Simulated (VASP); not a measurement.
# AlN (P6_3mc) in VASP: a series of runs, part 2 of 2

VASP 6.6.1. Earlier steps stand in the parts before.

### Step 3. Single point, PBEsol (strain -0.030 along x and y, +0.000 along z)

File INCAR:

```
PREC = Accurate
ENCUT = 520
EDIFF = 1E-6
ISMEAR = 0
SIGMA = 0.05
LREAL = F
LASPH = T
NELM = 60
ALGO = Normal
ISIF = 2
LWAVE = F
LCHARG = F
GGA = PS
NBANDS = 16
```

File KPOINTS:

```
Automatic mesh
0
Gamma
  9 9 6
```

File POSCAR:

```
AlN
1.0
    3.0176720870      0.0000000000      0.0000000000
   -1.5088360435      2.6133806877      0.0000000000
    0.0000000000      0.0000000000      4.9780000000
Al N
2 2
Direct
    0.3333333333      0.6666666667      0.0000000000
    0.6666666667      0.3333333333      0.5000000000
    0.3333333333      0.6666666667      0.3850000000
    0.6666666667      0.3333333333      0.8850000000
```

Potentials or basis: VASP PAW PBE potentials, release 64 (Al, N).

Started as:

```sh
> cat potpaw_PBE.64/Al/POTCAR potpaw_PBE.64/N/POTCAR > POTCAR
> mpirun -np 1 vasp_std > vasp.out
```

OUTCAR:

```text
PREC = Accurate
   ENCUT = 520
   EDIFF = 1E-6
   ISMEAR = 0
   LREAL = F
   LASPH = T
   NELM = 60
   ISIF = 2
   GGA = PS

 ion  position               nearest neighbor table
   1  0.333  0.667  0.000-   4 1.83   4 1.83   4 1.83   3 1.92   2 3.04   2 3.04   2 3.04   2 3.04
                             2 3.04   2 3.04
   2  0.667  0.333  0.500-   3 1.83   3 1.83   3 1.83   4 1.92   1 3.04   1 3.04   1 3.04   1 3.04
                             1 3.04   1 3.04
   3  0.333  0.667  0.385-   2 1.83   2 1.83   2 1.83   1 1.92
   4  0.667  0.333  0.885-   1 1.83   1 1.83   1 1.83   2 1.92

  LATTYP: Found a hexagonal cell.
 ALAT       =     3.0176720870
 C/A-ratio  =     1.6496159478

  Lattice vectors:

 A1 = (   3.0176720870,   0.0000000000,   0.0000000000)
 A2 = (  -1.5088360435,   2.6133806877,   0.0000000000)
 A3 = (   0.0000000000,   0.0000000000,   4.9780000000)

Analysis of symmetry for initial positions (statically):
=====================================================================
 Subroutine PRICEL returns:
 Original cell was already a primitive cell.

 Routine SETGRP: Setting up the symmetry group for a
 hexagonal supercell.

 Subroutine GETGRP returns: Found 12 space group operations
 (whereof  6 operations were pure point group operations)
 out of a pool of 24 trial point group operations.

The static configuration has the point symmetry C_3v.
 The point group associated with its full space group is C_6v.

Analysis of symmetry for dynamics (positions and initial velocities):
=====================================================================
 Subroutine PRICEL returns:
 Original cell was already a primitive cell.

 Routine SETGRP: Setting up the symmetry group for a
 hexagonal supercell.

 Subroutine GETGRP returns: Found 12 space group operations
 (whereof  6 operations were pure point group operations)
[... 127 lines left out ...]
     AMIX_MAG =   1.60;   BMIX_MAG =  1.00
  volume/ion in A,a.u.               =       9.81        66.23
  Fermi-wavevector in a.u.,A,eV,Ry     =   1.213775  2.293703 20.044789  1.473250
  Thomas-Fermi vector in A             =   2.349216
   LORBIT       =      0    0 simple, 1 ext, 2 COOP (PROOUT), +10 PAW based schemes
   GGA     = PS    functional components
   LHFCALC =     F    Hartree Fock is set to
   AEXX    =    0.0000 exact exchange contribution
   IVDW    =     0    specifies the selected vdW correction
   LEPSILON=     F    determine dielectric tensor
   LRPA    =     F    only Hartree local field effects (RPA)
 non-spin polarized calculation
 Gauss-broadening in eV      SIGMA  =   0.05
  energy-cutoff  :      520.00
  volume of cell :       39.26
 maximum number of plane-waves:      1099
 NGX is ok and might be reduce to    24
   NGX = 11   NGY = 11   NGZ = 19

 number of electron      16.0000001 magnetization

 Free energy of the ion-electron system (eV)
  ---------------------------------------------------
  ext. energy  EPLUGINS =         0.00000000
  ---------------------------------------------------
  free energy    TOTEN  =       -31.14317279 eV

  energy without entropy =      -31.14317279  energy(sigma->0) =      -31.14317279

 E-fermi :   6.8093     XC(G=0): -11.3808

 val. band max:        6.6065370246   @ k =   0.0000   0.0000   0.0000
 cond. band min:      11.3126008894   @ k =   0.0000   0.0000   0.0000
 fundamental gap:      4.7060638648
 Fermi energy:         6.8092836585

 k-point     1 :       0.0000    0.0000    0.0000
  band No.  band energies     occupation
      1      -8.8787      2.00000
      2      -6.6374      2.00000
      3       0.2610      2.00000
      4       5.8728      2.00000
      5       5.8728      2.00000
      6       6.4568      2.00000
[... 433 lines left out ...]
      3       1.6497      2.00000
      4       2.3684      2.00000
      5       2.3684      2.00000
      6       3.6514      2.00000
[... 8 lines left out ...]
     15      20.0374      0.00000
     16      22.7145      0.00000

 [... further k-points ...]

------------------------ aborting loop because EDIFF is reached ----------------------------------------

  FORCE on cell =-STRESS in cart. coord.  units (eV):
  Direction    XX          YY          ZZ          XY          YZ          ZX
  --------------------------------------------------------------------------------------
  -------------------------------------------------------------------------------------
  Total        5.2241760      5.2241760      0.8832978      0.0000000      0.0000000     -0.0000000
  in kB      213.2056771    213.2056771     36.0485771      0.0000000      0.0000000     -0.0000000
  external PRESSURE =     154.1533105 kB  Pullay stress =       0.0000000 kB

 VOLUME and BASIS-vectors are now :
 -----------------------------------------------------------------------------
  energy-cutoff  :      520.00
  volume of cell :       39.26
      direct lattice vectors                 reciprocal lattice vectors
     3.017672087  0.000000000  0.000000000     0.331381267  0.191323064  0.000000000
    -1.508836043  2.613380688  0.000000000     0.000000000  0.382646128  0.000000000
     0.000000000  0.000000000  4.978000000     0.000000000  0.000000000  0.200883889

 POSITION                                       TOTAL-FORCE (eV/Angst)
 -----------------------------------------------------------------------------------
     -0.00000      1.74225      0.00000        -0.000000      0.000000      0.604505
      1.50884      0.87113      2.48900         0.000000     -0.000000      0.604505
     -0.00000      1.74225      1.91653        -0.000000      0.000000     -0.604505
      1.50884      0.87113      4.40553        -0.000000     -0.000000     -0.604505
 -----------------------------------------------------------------------------------
    total drift:                               -0.000000      0.000000      0.000667

  FREE ENERGIE OF THE ION-ELECTRON SYSTEM (eV)
  ---------------------------------------------------
  free  energy   TOTEN  =       -31.1431727894 eV

  energy  without entropy=      -31.1431727894  energy(sigma->0) =      -31.14317279
```

OSZICAR:

```text
N       E                     dE             d eps       ncg     rms          rms(c)
DAV:   1     0.380874934889E+02    0.38087E+02   -0.74433E+03  1536   0.902E+02
DAV:   2    -0.327388232107E+02   -0.70826E+02   -0.65756E+02  2136   0.191E+02
DAV:   3    -0.358690456746E+02   -0.31302E+01   -0.31236E+01  1904   0.411E+01
DAV:   4    -0.358871990157E+02   -0.18153E-01   -0.18152E-01  1912   0.348E+00
DAV:   5    -0.358874304016E+02   -0.23139E-03   -0.23138E-03  1992   0.398E-01    0.122E+01
DAV:   6    -0.312096991237E+02    0.46777E+01   -0.97226E+00  1832   0.229E+01    0.440E+00
DAV:   7    -0.311810920549E+02    0.28607E-01   -0.70080E-01  1712   0.579E+00    0.300E+00
DAV:   8    -0.311474091037E+02    0.33683E-01   -0.68650E-02  1712   0.217E+00    0.488E-01
DAV:   9    -0.311429237604E+02    0.44853E-02   -0.11939E-02  2008   0.813E-01    0.236E-01
DAV:  10    -0.311432389553E+02   -0.31519E-03   -0.12218E-03  1680   0.230E-01    0.135E-01
DAV:  11    -0.311431728831E+02    0.66072E-04   -0.12095E-04  1832   0.824E-02    0.248E-02
DAV:  12    -0.311431727894E+02    0.93695E-07   -0.48776E-06  1856   0.186E-02
   1 F= -.31143173E+02 E0= -.31143173E+02  d E =-.419688E-11
```

Run time: 26 s. Hardware: 1 thread of Intel Xeon 8259CL, shared host; peak memory 0.16 GiB.

Results:

```yaml
Free_energy: -31.1432 eV
Pressure: 15.4 GPa
Largest_force: 0.605 eV/Å
Band_gap_on_the_k_mesh: 4.71 eV
```

Forces in eV/Å, atoms in the order of the input:
```
Al   0.000  0.000  0.605
Al   0.000  0.000  0.605
N    0.000  0.000 -0.605
N    0.000  0.000 -0.605
```

Caveat: the cell differs from its parent crystal (strain -0.030 along x and y, +0.000 along z); the cell stands under pressure; the PAW data sets were made with another functional, which shifts forces and pressure a little; an odd mesh through Γ misses points on the zone boundary, where band edges can lie.

### Step 4. Single point, PBEsol (strain -0.030 along x and y, -0.015 along z)

File INCAR:

```
SYSTEM = AlN
PREC = Accurate
ENCUT = 520
EDIFF = 1E-6
ISMEAR = 0
SIGMA = 0.05
LREAL = .False.
LASPH = .True.
NELM = 100
ALGO = Normal
ISIF = 2
LWAVE = .False.
LCHARG = .True.
GGA = PS
LELF = .True.
LVHAR = .True.
NBANDS = 16
```

File KPOINTS:

```
regular mesh
0
Gamma
  9 9 6
  0 0 0
```

Edit POSCAR of step 3 so:

```diff
@@ -4,3 +4,3 @@
    -1.5088360435      2.6133806877      0.0000000000
-    0.0000000000      0.0000000000      4.9780000000
+    0.0000000000      0.0000000000      4.9033300000
 Al N
```

Started as:

```sh
> cat potpaw_PBE.64/Al/POTCAR potpaw_PBE.64/N/POTCAR > POTCAR
> mpirun -np 1 vasp_std > vasp.out
```

Run time: 22 s. Hardware: 1 thread of Intel Xeon 8259CL, shared host; peak memory 0.16 GiB.

The run converged. Its results:

* Free energy: -31.1158 eV
* Pressure: 18.9 GPa
* Largest force: 0.423 eV/Å
* Band gap on the k mesh: 4.81 eV

Forces on the atoms (eV/Å):
```
Al   0.000  0.000  0.423
Al   0.000  0.000  0.423
N    0.000  0.000 -0.423
N    0.000  0.000 -0.423
```

Stress tensor (GPa, compression positive):
```
22.84  0.00  0.00
 0.00 22.84  0.00
 0.00  0.00 11.16
```

Levels at points of the mesh, in eV from the valence-band top:
```tsv
k point	band 6	band 7	band 8	band 9	band 10	band 11
(0.00, 0.00, 0.00)	-0.23	-0.23	0.00	4.81	7.43	11.11
(0.00, 0.00, 0.50)	-0.56	-0.56	-0.56	7.16	7.16	10.81
```

Caveat: the cell differs from its parent crystal (strain -0.030 along x and y, -0.015 along z); the cell stands under pressure; the PAW data sets were made with another functional, which shifts forces and pressure a little; an odd mesh through Γ misses points on the zone boundary, where band edges can lie.

### Step 5. Single point, PBEsol (strain -0.015 along x and y, -0.030 along z)

File INCAR:

```
SYSTEM = AlN
  PREC = Accurate
  ENCUT = 520
  EDIFF = 1E-6
  ISMEAR = 0
  SIGMA = 0.05
  LREAL = .FALSE.
  LASPH = .TRUE.
  NELM = 80
  ALGO = Normal
  ISIF = 2
  LWAVE = .FALSE.
  LCHARG = .TRUE.
  GGA = PS
  LELF = .TRUE.
  LVHAR = .TRUE.
  NBANDS = 16
```

File KPOINTS:

```
Automatic mesh
0
G
  9 9 6
  0 0 0
```

File POSCAR:

```
AlN
1.0
    3.0643371193      0.0000000000      0.0000000000
   -1.5321685597      2.6537937911      0.0000000000
    0.0000000000      0.0000000000      4.8286600000
Al N
2 2
Direct
    0.3333333333      0.6666666667      0.0000000000
    0.6666666667      0.3333333333      0.5000000000
    0.3333333333      0.6666666667      0.3850000000
    0.6666666667      0.3333333333      0.8850000000
```

Potentials or basis: VASP PAW PBE potentials, release 64 (Al, N).

Started as:

```sh
> cat potpaw_PBE.64/Al/POTCAR potpaw_PBE.64/N/POTCAR > POTCAR
> mpirun -np 1 vasp_std > vasp.out
```

OUTCAR:

```text
SYSTEM = AlN
   PREC = Accurate
   ENCUT = 520
   EDIFF = 1E-6
   ISMEAR = 0
   LREAL = .FALSE.
   LASPH = .TRUE.
   NELM = 80
   ISIF = 2
   GGA = PS

 ion  position               nearest neighbor table
   1  0.333  0.667  0.000-   4 1.85   4 1.85   4 1.85   3 1.86   2 2.99   2 2.99   2 2.99   2 2.99
                             2 2.99   2 2.99
   2  0.667  0.333  0.500-   3 1.85   3 1.85   3 1.85   4 1.86   1 2.99   1 2.99   1 2.99   1 2.99
                             1 2.99   1 2.99
   3  0.333  0.667  0.385-   2 1.85   2 1.85   2 1.85   1 1.86
   4  0.667  0.333  0.885-   1 1.85   1 1.85   1 1.85   2 1.86

[... 661 lines left out ...]
  -------------------------------------------------------------------------------------
  Total        3.2185691      3.2185691      4.0531066     -0.0000000     -0.0000000     -0.0000000
  in kB      131.3236892    131.3236893    165.3743922     -0.0000000     -0.0000000     -0.0000000
  external PRESSURE =     142.6739236 kB  Pullay stress =       0.0000000 kB

 VOLUME and BASIS-vectors are now :
 -----------------------------------------------------------------------------
  energy-cutoff  :      520.00
  volume of cell :       39.27
      direct lattice vectors                 reciprocal lattice vectors
     3.064337119  0.000000000  0.000000000     0.326334852  0.188409515  0.000000000
    -1.532168560  2.653793791  0.000000000     0.000000000  0.376819029  0.000000000
     0.000000000  0.000000000  4.828660000     0.000000000  0.000000000  0.207096793

 POSITION                                       TOTAL-FORCE (eV/Angst)
 -----------------------------------------------------------------------------------
     -0.00000      1.76920      0.00000         0.000000     -0.000000     -0.067570
      1.53217      0.88460      2.41433        -0.000000      0.000000     -0.067570
     -0.00000      1.76920      1.85903        -0.000000     -0.000000      0.067570
      1.53217      0.88460      4.27336         0.000000     -0.000000      0.067570
 -----------------------------------------------------------------------------------
    total drift:                               -0.000000      0.000000     -0.000240

  FREE ENERGIE OF THE ION-ELECTRON SYSTEM (eV)
  ---------------------------------------------------
  free  energy   TOTEN  =       -31.1981596608 eV

  energy  without entropy=      -31.1981596608  energy(sigma->0) =      -31.19815966
```

stdout:

```text
POSCAR found type information on POSCAR AlN
 POSCAR found :  2 types and       4 ions
 scaLAPACK will be used
 -----------------------------------------------------------------------------
|                                                                             |
|                                                                             |
|     You enforced a specific xc type in the INCAR file but a different       |
|     I HOPE YOU KNOW WHAT YOU ARE DOING!                                     |
|                                                                             |
 -----------------------------------------------------------------------------

 LDA part: xc-table for (Slater+PW92), standard interpolation
 POSCAR, INCAR and KPOINTS ok, starting setup
 FFT: planning ... GRIDC
 FFT: planning ... GRID_SOFT
 FFT: planning ... GRID
 WAVECAR not read
 entering main loop
```

Run time: 31 s. Hardware: 1 thread of Intel Xeon 8259CL, shared host; peak memory 0.16 GiB.

What came out:

| Item | Value |
| --- | --- |
| Free energy | -31.1982 eV |
| Pressure | 14.3 GPa |
| Largest force | 0.068 eV/Å |
| Band gap on the k mesh | 4.58 eV |

Forces in eV/Å, atoms in the order of the input:
```
Al   0.000  0.000 -0.068
Al   0.000  0.000 -0.068
N    0.000  0.000  0.068
N    0.000  0.000  0.068
```

Levels at points of the mesh, in eV from the valence-band top:
| k point | band 5 | band 6 | band 7 | band 8 | band 9 | band 10 | band 11 | band 12 |
| --- | --- | --- | --- | --- | --- | --- | --- | --- |
| (0.00, 0.00, 0.00) | -1.10 | -0.38 | -0.38 | 0.00 | 4.59 | 6.86 | 11.02 | 11.22 |
| (0.00, 0.00, 0.50) | -0.75 | -0.75 | -0.75 | -0.75 | 6.77 | 6.77 | 10.69 | 10.69 |

Caveat: the cell differs from its parent crystal (strain -0.015 along x and y, -0.030 along z); the cell stands under pressure; the PAW data sets were made with another functional, which shifts forces and pressure a little; an odd mesh through Γ misses points on the zone boundary, where band edges can lie.

### Step 6. Summary

```tsv
cell	gap on the mesh (eV)	pressure (GPa)	largest force (eV/Å)
a = 3.018, b = 3.018, c = 4.829 Å, angles 90.0, 90.0, 120.0°, 4 atoms	4.89	22.9	0.18
a = 3.018, b = 3.018, c = 4.978 Å, angles 90.0, 90.0, 120.0°, 4 atoms	4.71	15.4	0.60
a = 3.018, b = 3.018, c = 4.903 Å, angles 90.0, 90.0, 120.0°, 4 atoms	4.81	18.9	0.42
a = 3.064, b = 3.064, c = 4.829 Å, angles 90.0, 90.0, 120.0°, 4 atoms	4.58	14.3	0.07
```

Alike in all rows: task single point; level PBEsol; potentials or basis VASP PAW PBE potentials, release 64 (Al, N); no spin polarisation; k mesh 9 × 9 × 6; cutoff (eV) 520; smearing gaussian 0.05 eV.

Caveats: the cell stands under pressure; the PAW data sets were made with another functional, which shifts forces and pressure a little; an odd mesh through Γ misses points on the zone boundary, where band edges can lie.

Absolute energies hang on the potentials; compare differences alone.
